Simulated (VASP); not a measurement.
# LiBr (Fm-3m) in VASP: further runs

Runs on LiBr. Level: PBE. Tasks: single point, relaxation of cell and atoms.

Everything below comes from runs of VASP 6.6.1. Logs are shortened: lines on timing, memory, paths and dates and some standing lists are left out, and cuts for length are marked.

**1. The cell of the first run**

Symmetry: Fm-3m, No. 225, cubic system. Conventional cell: a = 5.509 Å, b = 5.509 Å, c = 5.509 Å, α = 90.00°, β = 90.00°, γ = 90.00°. Within 3.6 Å of Li (site symmetry m-3m) lie 6 Br at 2.75 Å. Br (site symmetry m-3m) has 6 Li at 2.75 Å within 3.6 Å.

**2. Single point, PBE**

INCAR reads:

```
SYSTEM = LiBr
  PREC = Accurate
  ENCUT = 750
  EDIFF = 1E-6
  ISMEAR = 0
  SIGMA = 0.02
  LREAL = .FALSE.
  LASPH = .TRUE.
  NELM = 120
  ALGO = Normal
  ISIF = 2
  LWAVE = .FALSE.
  LCHARG = .FALSE.
  GGA = PE
  NBANDS = 12
  GGA_COMPAT = .FALSE.
```

KPOINTS reads:

```
Automatic mesh
0
G
  8 8 8
  0 0 0
```

POSCAR reads:

```
LiBr
1.0
    0.0000000000      2.7544466682      2.7544466682
    2.7544466682      0.0000000000      2.7544466682
    2.7544466682      2.7544466682      0.0000000000
Li Br
1 1
Direct
    0.0000000000      0.0000000000      0.0000000000
    0.5000000000      0.5000000000      0.5000000000
```

Potentials or basis: VASP PAW PBE potentials, release 64 (Li_sv, Br).

The run is started by

```sh
cat potpaw_PBE.64/Li_sv/POTCAR potpaw_PBE.64/Br/POTCAR > POTCAR
mpirun -np 1 vasp_std > vasp.out
```

OUTCAR:

```text
SYSTEM = LiBr
   PREC = Accurate
   ENCUT = 750
   EDIFF = 1E-6
   ISMEAR = 0
   LREAL = .FALSE.
   LASPH = .TRUE.
   NELM = 120
   ISIF = 2
   GGA = PE

 ion  position               nearest neighbor table
   1  0.000  0.000  0.000-
   2  0.500  0.500  0.500-

  LATTYP: Found a face centered cubic cell.
 ALAT       =     5.5088933364

  Lattice vectors:

 A1 = (   0.0000000000,   2.7544466682,   2.7544466682)
 A2 = (   2.7544466682,   0.0000000000,   2.7544466682)
 A3 = (   2.7544466682,   2.7544466682,   0.0000000000)

Analysis of symmetry for initial positions (statically):
=====================================================================
 Subroutine PRICEL returns:
 Original cell was already a primitive cell.

 Routine SETGRP: Setting up the symmetry group for a
 face centered cubic supercell.

 Subroutine GETGRP returns: Found 48 space group operations
[... 9 lines left out ...]

 Routine SETGRP: Setting up the symmetry group for a
 face centered cubic supercell.

 Subroutine GETGRP returns: Found 48 space group operations
[... 11 lines left out ...]
                                     Primitive cell

  volume of cell :      41.7958

  direct lattice vectors                    reciprocal lattice vectors
     0.000000000  2.754446668  2.754446668    -0.181524662  0.181524662  0.181524662
     2.754446668  0.000000000  2.754446668     0.181524662 -0.181524662  0.181524662
     2.754446668  2.754446668  0.000000000     0.181524662  0.181524662 -0.181524662

  length of vectors
     3.895375835  3.895375835  3.895375835     0.314409937  0.314409937  0.314409937

  position of ions in fractional coordinates (direct lattice)
     0.000000000  0.000000000  0.000000000
     0.500000000  0.500000000  0.500000000

  ion indices of the primitive-cell ions
   primitive index   ion index
                 1           1
                 2           2

----------------------------------------------------------------------------------------

 KPOINTS: Automatic mesh

Automatic generation of k-mesh.
 Grid dimensions read from file:
 generate k-points for:    8    8    8

 Generating k-lattice:

  Cartesian coordinates                     Fractional coordinates (reciprocal lattice)
    -0.022690583  0.022690583  0.022690583     0.125000000  0.000000000  0.000000000
     0.022690583 -0.022690583  0.022690583     0.000000000  0.125000000  0.000000000
     0.022690583  0.022690583 -0.022690583     0.000000000  0.000000000  0.125000000

[... 56 lines left out ...]
   EDIFF  = 0.1E-05   stopping-criterion for ELM
   LREAL  =      F    real-space projection
   EDIFFG = 0.1E-04   stopping-criterion for IOM
   NSW    =      0    number of steps for IOM
   IBRION =     -1    ionic relax: 0-MD 1-quasi-New 2-CG
   NFREE  =      0    steps in history (QN), initial steepest desc. (CG)
   ISIF   =      2    stress and relaxation
   ISYM   =      2    0-nonsym 1-usesym 2-fastsym
   POTIM  = 0.5000    time-step for ionic-motion
   TEBEG  =    0.0;   TEEND  =   0.0 temperature during run
   PSTRESS=    0.0 pullay stress
   NELECT =      10.0000    total number of electrons
   NUPDOWN=      -1.0000    fix difference up-down
   EMIN   =  10.00;   EMAX   =-10.00  energy-range for DOS
   EFERMI =   0.00;   METHOD = LEGACY
   ISMEAR =     0;   SIGMA  =   0.02  broadening in eV -4-tet -1-fermi 0-gaus
   EFERMI_NEDOS =   21; number of points for ismear=-14 and -15
   IALGO  =     38    algorithm
   IMIX   =      4    mixing-type and parameters
     AMIX     =   0.40;   BMIX     =  1.00
     AMIX_MAG =   1.60;   BMIX_MAG =  1.00
  volume/ion in A,a.u.               =      20.90       141.03
  Fermi-wavevector in a.u.,A,eV,Ry     =   1.016320  1.920566 14.053543  1.032906
  Thomas-Fermi vector in A             =   2.149657
   LORBIT       =      0    0 simple, 1 ext, 2 COOP (PROOUT), +10 PAW based schemes
   GGA     = PE    functional components
   LHFCALC =     F    Hartree Fock is set to
   AEXX    =    0.0000 exact exchange contribution
   IVDW    =     0    specifies the selected vdW correction
   LEPSILON=     F    determine dielectric tensor
   LRPA    =     F    only Hartree local field effects (RPA)
 non-spin polarized calculation
 Gauss-broadening in eV      SIGMA  =   0.02
  energy-cutoff  :      750.00
  volume of cell :       41.80
 maximum number of plane-waves:      1964
   NGX = 17   NGY = 17   NGZ = 17

 number of electron      10.0000001 magnetization

 Free energy of the ion-electron system (eV)
  ---------------------------------------------------
  ext. energy  EPLUGINS =         0.00000000
  ---------------------------------------------------
  free energy    TOTEN  =        -6.64151442 eV

  energy without entropy =       -6.64151442  energy(sigma->0) =       -6.64151442

 E-fermi :   0.4823     XC(G=0):  -8.4083

 val. band max:        0.2818878406   @ k =   0.0000   0.0000   0.0000
 cond. band min:       5.2058487883   @ k =   0.0000   0.0000   0.0000
 fundamental gap:      4.9239609477
 Fermi energy:         0.4823312645

 k-point     1 :       0.0000    0.0000    0.0000
  band No.  band energies     occupation
      1     -44.1218      2.00000
      2     -13.1361      2.00000
      3       0.2819      2.00000
      4       0.2819      2.00000
      5       0.2819      2.00000
      6       5.2058      0.00000
      7      10.7792      0.00000
      8      10.7792      0.00000
      9      10.7792      0.00000
     10      12.5040      0.00000
     11      12.5040      0.00000
     12      12.5040      0.00000
[... 331 lines left out ...]
 k-point    24 :      -0.3750    0.2500    0.1250
  band No.  band energies     occupation
      1     -44.1207      2.00000
      2     -12.5806      2.00000
      3      -2.2963      2.00000
      4      -1.0473      2.00000
      5      -0.3201      2.00000
      6       7.3312      0.00000
      7       8.1564      0.00000
      8       9.4848      0.00000
      9      10.9309      0.00000
     10      13.8200      0.00000
     11      14.2127      0.00000
     12      16.8234      0.00000

 [... further k-points ...]
[... 5 lines left out ...]
  --------------------------------------------------------------------------------------
  -------------------------------------------------------------------------------------
  Total       -0.0052086     -0.0052086     -0.0052086      0.0000000      0.0000000      0.0000000
  in kB       -0.1996642     -0.1996642     -0.1996642      0.0000000      0.0000000      0.0000000
  external PRESSURE =      -0.1996642 kB  Pullay stress =       0.0000000 kB

 VOLUME and BASIS-vectors are now :
 -----------------------------------------------------------------------------
  energy-cutoff  :      750.00
  volume of cell :       41.80
      direct lattice vectors                 reciprocal lattice vectors
     0.000000000  2.754446668  2.754446668    -0.181524662  0.181524662  0.181524662
     2.754446668  0.000000000  2.754446668     0.181524662 -0.181524662  0.181524662
     2.754446668  2.754446668  0.000000000     0.181524662  0.181524662 -0.181524662

 POSITION                                       TOTAL-FORCE (eV/Angst)
 -----------------------------------------------------------------------------------
      0.00000      0.00000      0.00000        -0.000000     -0.000000      0.000000
      2.75445      2.75445      2.75445         0.000000      0.000000     -0.000000
 -----------------------------------------------------------------------------------
    total drift:                                0.000000      0.000000      0.000000

  FREE ENERGIE OF THE ION-ELECTRON SYSTEM (eV)
  ---------------------------------------------------
  free  energy   TOTEN  =        -6.6415144159 eV

  energy  without entropy=       -6.6415144159  energy(sigma->0) =       -6.64151442
```

stdout:

```text
POSCAR found type information on POSCAR LiBr
 POSCAR found :  2 types and       2 ions
 scaLAPACK will be used
 LDA part: xc-table for (Slater+PW92), standard interpolation
 POSCAR, INCAR and KPOINTS ok, starting setup
 FFT: planning ... GRIDC
 FFT: planning ... GRID_SOFT
 FFT: planning ... GRID
 WAVECAR not read
 entering main loop
```

Wall time 8.5 s (1 thread of Intel Xeon 6975P-C (Granite Rapids), shared host); peak memory 0.2 GiB.

Results:

| Property | Result |
| --- | --- |
| Free energy | -6.6415 eV |
| Pressure | 0.0 GPa |
| Band gap on the k mesh | 4.92 eV, direct |

Levels at points of the mesh, in eV from the valence-band top:
```tsv
k point	band 2	band 3	band 4	band 5	band 6	band 7	band 8	band 9
(0.00, 0.00, 0.00)	-13.42	0.00	0.00	0.00	4.92	10.50	10.50	10.50
(0.50, 0.00, 0.00)	-12.95	-2.86	-0.26	-0.26	5.62	8.10	8.10	11.71
(0.50, 0.50, 0.00)	-12.76	-2.86	-1.13	-1.13	6.24	7.12	11.59	12.41
```

PBE gaps usually lie below the measured ones, often by a third to a half.

**3. Relaxation of cell and atoms, PBE**

This run uses another cell than the first one, of 20.18 Å³/atom, 0.966 times its volume.

INCAR reads:

```
PREC = Accurate
ENCUT = 750
EDIFF = 1E-7
ISMEAR = 0
SIGMA = 0.02
LREAL = F
LASPH = T
NELM = 120
ALGO = Normal
ISIF = 3
LWAVE = F
LCHARG = F
GGA = PE
IBRION = 2
NSW = 100
EDIFFG = -0.005
GGA_COMPAT = F
NELMIN = 4
```

KPOINTS reads:

```
regular mesh
0
Gamma
  8 8 8
```

POSCAR reads:

```
LiBr
1.0
    0.0000000000      2.7226905798      2.7226905798
    2.7226905798      0.0000000000      2.7226905798
    2.7226905798      2.7226905798      0.0000000000
Li Br
1 1
Direct
    0.0000000000      0.0000000000      0.0000000000
    0.5000000000      0.5000000000      0.5000000000
```

Potentials or basis: VASP PAW PBE potentials, release 64 (Li_sv, Br).

The run is started by

```sh
cat potpaw_PBE.64/Li_sv/POTCAR potpaw_PBE.64/Br/POTCAR > POTCAR
mpirun -np 1 vasp_std > vasp.out
```

Run time: 22 s. Hardware: 1 thread of Intel Xeon 6975P-C (Granite Rapids), shared host; peak memory 0.22 GiB.

It converged, with:

- Free energy: -6.6411 eV
- Relaxed volume: 20.87 Å³/atom
- Relaxed cell: a = 3.894 Å, b = 3.894 Å, c = 3.894 Å, α = 60.00°, β = 60.00°, γ = 60.00°
- Space group after relaxing (to 0.05 Å): Fm-3m (No. 225)
- Energy gained by relaxing: 1.9 meV/atom
- Ionic steps: 4
- Pressure after relaxing: 0.0 GPa
- Band gap on the k mesh: 4.93 eV, direct

The path:
```tsv
step	energy change (eV)	largest force (eV/Å)	pressure (GPa)	volume (Å³)
1	0.0000	0.0000	0.94	40.37
2	-0.0030	0.0000	0.44	41.07
3	-0.0039	0.0000	-0.06	41.84
4	-0.0039	0.0000	0.00	41.74
```

Final structure:
```
Li Br
1.0
     0.00000    2.75329    2.75329
     2.75329    0.00000    2.75329
     2.75329    2.75329    0.00000
Li Br
1 1
Direct
  0.00000 0.00000 0.00000
  0.50000 0.50000 0.50000
```

Levels at points of the mesh, in eV from the valence-band top:
| k point | band 1 | band 2 | band 3 | band 4 | band 5 | band 6 | band 7 | band 8 | band 9 |
| --- | --- | --- | --- | --- | --- | --- | --- | --- | --- |
| (0.00, 0.00, 0.00) | -44.40 | -13.42 | 0.00 | 0.00 | 0.00 | 4.93 | 10.50 | 10.50 | 10.50 |
| (0.50, 0.00, 0.00) | -44.40 | -12.95 | -2.86 | -0.26 | -0.26 | 5.62 | 8.10 | 8.10 | 11.72 |
| (0.50, 0.50, 0.00) | -44.40 | -12.77 | -2.86 | -1.13 | -1.13 | 6.24 | 7.12 | 11.60 | 12.42 |
